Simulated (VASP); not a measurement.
# BiTe (Fm-3m) in VASP: single point with B3LYP

Aim: the single point of BiTe with B3LYP.

All numbers are computed with VASP 6.6.1; they aren't measurements. Logs are shortened: lines on timing, memory, paths and dates and some standing lists are left out, and cuts for length are marked.

### Step 1. The cell of the first run

Symmetry: Fm-3m, No. 225, cubic system. Conventional cell: a = 6.557 Å, b = 6.557 Å, c = 6.557 Å, α = 90.00°, β = 90.00°, γ = 90.00°. Within 4.3 Å of Bi (site symmetry m-3m) lie 6 Te at 3.28 Å. Te (site symmetry m-3m) has 6 Bi at 3.28 Å within 4.3 Å.

### Step 2. Single point, B3LYP

Contents of POSCAR:

```
BiTe
1.0
    0.0000000000      3.2786854084      3.2786854084
    3.2786854084      0.0000000000      3.2786854084
    3.2786854084      3.2786854084      0.0000000000
Bi Te
1 1
Direct
    0.0000000000      0.0000000000      0.0000000000
    0.5000000000      0.5000000000      0.5000000000
```

Contents of INCAR.step1:

```
SYSTEM = BiTe
PREC     = Accurate       ! precision mode
ENCUT    = 520            ! plane-wave cutoff, eV
EDIFF    = 1E-5           ! SCF threshold, eV
ISMEAR   = -1             ! smearing method
SIGMA    = 0.05           ! smearing width, eV
LREAL    = .FALSE.        ! projectors in reciprocal space
LASPH    = .TRUE.         ! aspherical terms in the spheres
NELM     = 60             ! most SCF steps
ALGO     = Normal         ! electronic algorithm
ISIF     = 2              ! what is computed and relaxed
LWAVE    = .TRUE.         ! write WAVECAR
LCHARG   = .FALSE.        ! write CHGCAR
NBANDS   = 18             ! bands
GGA      = PE             ! functional
```

Contents of INCAR.step2:

```
SYSTEM = BiTe
PREC     = Accurate       ! precision mode
ENCUT    = 520            ! plane-wave cutoff, eV
EDIFF    = 1E-7           ! SCF threshold, eV
ISMEAR   = -1             ! smearing method
SIGMA    = 0.05           ! smearing width, eV
LREAL    = .FALSE.        ! projectors in reciprocal space
LASPH    = .TRUE.         ! aspherical terms in the spheres
NELM     = 60             ! most SCF steps
ALGO     = Normal         ! electronic algorithm
ISIF     = 2              ! what is computed and relaxed
LWAVE    = .FALSE.        ! write WAVECAR
LCHARG   = .FALSE.        ! write CHGCAR
GGA      = B3             ! functional
LHFCALC  = .TRUE.         ! exact exchange
AEXX     = 0.2            ! exact-exchange fraction
AGGAX    = 0.72         
AGGAC    = 0.81         
ALDAC    = 0.19         
PRECFOCK = Normal       
NBANDS   = 18             ! bands
ISTART   = 1
```

Contents of KPOINTS:

```
regular mesh
0
G
  4 4 4
  0 0 0
```

Potentials or basis: VASP PAW PBE potentials, release 64 (Bi_d, Te).

The run is started by

```bash
$ cat potpaw_PBE.64/Bi_d/POTCAR potpaw_PBE.64/Te/POTCAR > POTCAR
$ cp INCAR.step1 INCAR
$ mpirun -np 1 vasp_std > vasp.out
$ cp INCAR.step2 INCAR
$ mpirun -np 1 vasp_std > vasp.out
```

OUTCAR:

```text
SYSTEM = BiTe
   PREC = Accurate
   ENCUT = 520
   EDIFF = 1E-7
   ISMEAR = -1
   LREAL = .FALSE.
   LASPH = .TRUE.
   NELM = 60
   ISIF = 2
   GGA = B3
   LHFCALC = .TRUE.
   AEXX = 0.2
   PRECFOCK = Normal
   ISTART = 1

 ion  position               nearest neighbor table
   1  0.000  0.000  0.000-   2 3.28   2 3.28   2 3.28   2 3.28   2 3.28   2 3.28
   2  0.500  0.500  0.500-   1 3.28   1 3.28   1 3.28   1 3.28   1 3.28   1 3.28

  LATTYP: Found a face centered cubic cell.
 ALAT       =     6.5573708168

  Lattice vectors:

 A1 = (   0.0000000000,   3.2786854084,   3.2786854084)
 A2 = (   3.2786854084,   0.0000000000,   3.2786854084)
 A3 = (   3.2786854084,   3.2786854084,   0.0000000000)

Analysis of symmetry for initial positions (statically):
=====================================================================
 Subroutine PRICEL returns:
 Original cell was already a primitive cell.

 Routine SETGRP: Setting up the symmetry group for a
 face centered cubic supercell.

 Subroutine GETGRP returns: Found 48 space group operations
 (whereof 48 operations were pure point group operations)
 out of a pool of 48 trial point group operations.

The static configuration has the point symmetry O_h .

Analysis of symmetry for dynamics (positions and initial velocities):
=====================================================================
 Subroutine PRICEL returns:
 Original cell was already a primitive cell.

 Routine SETGRP: Setting up the symmetry group for a
 face centered cubic supercell.

 Subroutine GETGRP returns: Found 48 space group operations
 (whereof 48 operations were pure point group operations)
 out of a pool of 48 trial point group operations.

The dynamic configuration has the point symmetry O_h .

 Subroutine INISYM returns: Found 48 space group operations
 (whereof 48 operations are pure point group operations),
 and found     1 'primitive' translations

----------------------------------------------------------------------------------------

                                     Primitive cell

  volume of cell :      70.4903

  direct lattice vectors                    reciprocal lattice vectors
     0.000000000  3.278685408  3.278685408    -0.152500145  0.152500145  0.152500145
     3.278685408  0.000000000  3.278685408     0.152500145 -0.152500145  0.152500145
     3.278685408  3.278685408  0.000000000     0.152500145  0.152500145 -0.152500145

  length of vectors
     4.636761371  4.636761371  4.636761371     0.264137999  0.264137999  0.264137999

  position of ions in fractional coordinates (direct lattice)
     0.000000000  0.000000000  0.000000000
     0.500000000  0.500000000  0.500000000

  ion indices of the primitive-cell ions
   primitive index   ion index
                 1           1
                 2           2

----------------------------------------------------------------------------------------

 KPOINTS: regular mesh

Automatic generation of k-mesh.
 Grid dimensions read from file:
 generate k-points for:    4    4    4

 Generating k-lattice:

  Cartesian coordinates                     Fractional coordinates (reciprocal lattice)
    -0.038125036  0.038125036  0.038125036     0.250000000  0.000000000  0.000000000
     0.038125036 -0.038125036  0.038125036     0.000000000  0.250000000  0.000000000
     0.038125036  0.038125036 -0.038125036     0.000000000  0.000000000  0.250000000

  Length of vectors
     0.066034500  0.066034500  0.066034500

  Shift w.r.t. Gamma in fractional coordinates (k-lattice)
     0.000000000  0.000000000  0.000000000

 Subroutine IBZKPT returns following result:
 ===========================================

 Found      8 irreducible k-points:

 Following reciprocal coordinates:
            Coordinates               Weight
  0.000000  0.000000  0.000000      1.000000
  0.250000  0.000000  0.000000      8.000000
  0.500000  0.000000  0.000000      4.000000
  0.250000  0.250000  0.000000      6.000000
  0.500000  0.250000  0.000000     24.000000
 -0.250000  0.250000  0.000000     12.000000
  0.500000  0.500000  0.000000      3.000000
 -0.250000  0.500000  0.250000      6.000000
   k-points           NKPTS =      8   k-points in BZ     NKDIM =     64   number of bands    NBANDS=     18
   number of dos      NEDOS =    301   number of ions     NIONS =      2
   total plane-waves  NPLWV =  46656
   dimension x,y,z NGX =    36 NGY =   36 NGZ =   36
   dimension x,y,z NGXF=    72 NGYF=   72 NGZF=   72
   ions per type =               1   1
   NGX,Y,Z   is equivalent  to a cutoff of  12.91, 12.91, 12.91 a.u.
   NGXF,Y,Z  is equivalent  to a cutoff of  25.81, 25.81, 25.81 a.u.
 SYSTEM =  BiTe
   PREC   = accura    normal or accurate (medium, high low for compatibility)
   ISTART =      1    job   : 0-new  1-cont  2-samecut
   ICHARG =      0    charge: 1-file 2-atom 10-const
   ISPIN  =      1    spin polarized calculation?
   LNONCOLLINEAR =      F non collinear calculations
   LSORBIT =      F    spin-orbit coupling
   LASPH  =      T    aspherical Exc in radial PAW
   ENCUT  =  520.0 eV  38.22 Ry    6.18 a.u.   8.62  8.62  8.62*2*pi/ulx,y,z
   NELM   =     60;   NELMIN=  2; NELMDL=  0     # of ELM steps
   EDIFF  = 0.1E-06   stopping-criterion for ELM
   LREAL  =      F    real-space projection
   EDIFFG = 0.1E-05   stopping-criterion for IOM
   NSW    =      0    number of steps for IOM
   IBRION =     -1    ionic relax: 0-MD 1-quasi-New 2-CG
   NFREE  =      0    steps in history (QN), initial steepest desc. (CG)
   ISIF   =      2    stress and relaxation
   ISYM   =      3    0-nonsym 1-usesym 2-fastsym
   POTIM  = 0.5000    time-step for ionic-motion
   TEBEG  =    0.0;   TEEND  =   0.0 temperature during run
   PSTRESS=    0.0 pullay stress
   NELECT =      21.0000    total number of electrons
   NUPDOWN=      -1.0000    fix difference up-down
   EMIN   =  10.00;   EMAX   =-10.00  energy-range for DOS
   EFERMI =   0.00;   METHOD = LEGACY
   ISMEAR =    -1;   SIGMA  =   0.05  broadening in eV -4-tet -1-fermi 0-gaus
   EFERMI_NEDOS =   21; number of points for ismear=-14 and -15
   IALGO  =     38    algorithm
   IMIX   =      1    mixing-type and parameters
     AMIX     =   0.40;   BMIX     =  1.00
     AMIX_MAG =   1.60;   BMIX_MAG =  1.00
  volume/ion in A,a.u.               =      35.25       237.85
  Fermi-wavevector in a.u.,A,eV,Ry     =   1.093381  2.066190 16.265520  1.195482
  Thomas-Fermi vector in A             =   2.229665
   LORBIT       =      0    0 simple, 1 ext, 2 COOP (PROOUT), +10 PAW based schemes
   GGA     = B3    functional components
   LHFCALC =     T    Hartree Fock is set to
   PRECFOCK=normal    Normal, Fast or Accurate (Low or Medium for compatibility)
   ENCUT4O =  -1.0   cutoff for four orbital integrals eV
   NKREDX  =     1    reduce k-point grid by
   NKREDY  =     1    reduce k-point grid by
   NKREDZ  =     1    reduce k-point grid by
   AEXX    =    0.2000 exact exchange contribution
   HFSCREEN=    0.0000 screening length (either q_TF or 0.3 A-1)
   HFSCREENC=   0.0000 screening length for correlation (either q_TF or 0.3 A-1)
   ENCUTFOCK=  -1.0 apply spherical cutoff to Coloumb kernel
   IVDW    =     0    specifies the selected vdW correction
   LEPSILON=     F    determine dielectric tensor
   LRPA    =     F    only Hartree local field effects (RPA)
 non-spin polarized calculation
  energy-cutoff  :      520.00
  volume of cell :       70.49
 maximum number of plane-waves:      1924
 NGX is ok and might be reduce to    36
  NGX = 28; NGY = 28; NGZ = 28

 number of electron      20.9999994 magnetization

 Free energy of the ion-electron system (eV)
  ---------------------------------------------------
  ext. energy  EPLUGINS =         0.00000000
  ---------------------------------------------------
  free energy    TOTEN  =        -8.04145312 eV

  energy without entropy =       -8.03296025  energy(sigma->0) =       -8.03720669

 E-fermi :   6.4126     XC(G=0):  -7.3017

 val. band max:        5.9879300575   @ k =  -0.2500   0.2500   0.0000
 cond. band min:       6.4929623055   @ k =  -0.2500   0.2500   0.0000
 fundamental gap:      0.5050322480
 Fermi energy:         6.4125671744

 k-point     1 :       0.0000    0.0000    0.0000
  band No.  band energies     occupation
      1     -18.8240      2.00000
      2     -18.8240      2.00000
      3     -18.8142      2.00000
      4     -18.8142      2.00000
      5     -18.8142      2.00000
      6      -8.4391      2.00000
[... 10 lines left out ...]
     17      13.2578      0.00000
     18      13.8029      0.00000

 k-point     2 :       0.2500    0.0000    0.0000
  band No.  band energies     occupation
      1     -18.8258      2.00000
      2     -18.8258      2.00000
      3     -18.8134      2.00000
      4     -18.8118      2.00000
      5     -18.8118      2.00000
      6      -7.8741      2.00000
[... 10 lines left out ...]
     17      15.9339      0.00000
     18      16.3568      0.00000

 k-point     3 :       0.5000    0.0000    0.0000
  band No.  band energies     occupation
      1     -18.8278      2.00000
      2     -18.8278      2.00000
      3     -18.8124      2.00000
      4     -18.8091      2.00000
      5     -18.8091      2.00000
      6      -6.4754      2.00000
[... 10 lines left out ...]
     17      15.4892      0.00000
     18      16.5073      0.00000

 k-point     4 :       0.2500    0.2500    0.0000
  band No.  band energies     occupation
      1     -18.8300      2.00000
      2     -18.8222      2.00000
      3     -18.8157      2.00000
      4     -18.8100      2.00000
      5     -18.8100      2.00000
      6      -7.7211      2.00000
[... 10 lines left out ...]
     17      14.4206      0.00000
     18      14.4704      0.00000

 k-point     5 :       0.5000    0.2500    0.0000
  band No.  band energies     occupation
      1     -18.8319      2.00000
      2     -18.8239      2.00000
      3     -18.8139      2.00000
      4     -18.8084      2.00000
      5     -18.8076      2.00000
      6      -6.6687      2.00000
[... 10 lines left out ...]
     17      16.6153      0.00000
     18      17.1242      0.00000

 k-point     6 :      -0.2500    0.2500    0.0000
  band No.  band energies     occupation
      1     -18.8279      2.00000
      2     -18.8268      2.00000
      3     -18.8116      2.00000
      4     -18.8102      2.00000
      5     -18.8100      2.00000
      6      -7.0128      2.00000
[... 10 lines left out ...]
     17      15.3219      0.00000
     18      16.8741      0.00000

 k-point     7 :       0.5000    0.5000    0.0000
  band No.  band energies     occupation
      1     -18.8364      2.00000
      2     -18.8204      2.00000
      3     -18.8170      2.00000
      4     -18.8055      2.00000
      5     -18.8055      2.00000
      6      -6.6602      2.00000
[... 10 lines left out ...]
     17      17.0189      0.00000
     18      17.8580      0.00000

 k-point     8 :      -0.2500    0.5000    0.2500
  band No.  band energies     occupation
      1     -18.8325      2.00000
      2     -18.8239      2.00000
      3     -18.8114      2.00000
      4     -18.8114      2.00000
      5     -18.8055      2.00000
      6      -6.1351      2.00000
[... 10 lines left out ...]
     17      16.8426      0.00000
     18      17.9848      0.00000

------------------------ aborting loop because EDIFF is reached ----------------------------------------

  FORCE on cell =-STRESS in cart. coord.  units (eV):
  Direction    XX          YY          ZZ          XY          YZ          ZX
  --------------------------------------------------------------------------------------
  -------------------------------------------------------------------------------------
  Total       -0.0443691     -0.0443691     -0.0443691     -0.0000000     -0.0000000     -0.0000000
  in kB       -1.0084674     -1.0084674     -1.0084674     -0.0000000     -0.0000000     -0.0000000
  external PRESSURE =      -1.0084674 kB  Pullay stress =       0.0000000 kB

 VOLUME and BASIS-vectors are now :
 -----------------------------------------------------------------------------
  energy-cutoff  :      520.00
  volume of cell :       70.49
      direct lattice vectors                 reciprocal lattice vectors
     0.000000000  3.278685408  3.278685408    -0.152500145  0.152500145  0.152500145
     3.278685408  0.000000000  3.278685408     0.152500145 -0.152500145  0.152500145
     3.278685408  3.278685408  0.000000000     0.152500145  0.152500145 -0.152500145

 POSITION                                       TOTAL-FORCE (eV/Angst)
 -----------------------------------------------------------------------------------
      0.00000      0.00000      0.00000        -0.000000      0.000000      0.000000
      3.27869      3.27869      3.27869         0.000000     -0.000000     -0.000000
 -----------------------------------------------------------------------------------
    total drift:                                0.000001      0.000001      0.000000

  FREE ENERGIE OF THE ION-ELECTRON SYSTEM (eV)
  ---------------------------------------------------
  free  energy   TOTEN  =        -8.0414531232 eV

  energy  without entropy=       -8.0329602494  energy(sigma->0) =       -8.03720669
```

Wall time 64 min (1 thread of AMD EPYC, shared host); peak memory 0.19 GiB.

Results:

| Property | Result |
| --- | --- |
| Free energy | -8.0415 eV |
| Pressure | -0.1 GPa |
| Band gap on the k mesh | zero (an odd number of electrons rules out a gap without spin polarisation) |

Caveat: the k points lie up to 0.41 Å⁻¹ apart, too coarse for converged energies and pressures of a metal; the PAW data sets were made with another functional, which shifts forces and pressure a little; spin-orbit coupling is left out, which moves the levels of the heavy elements.

The gap in the log of VASP goes by the Fermi energy; the results here count the filled bands.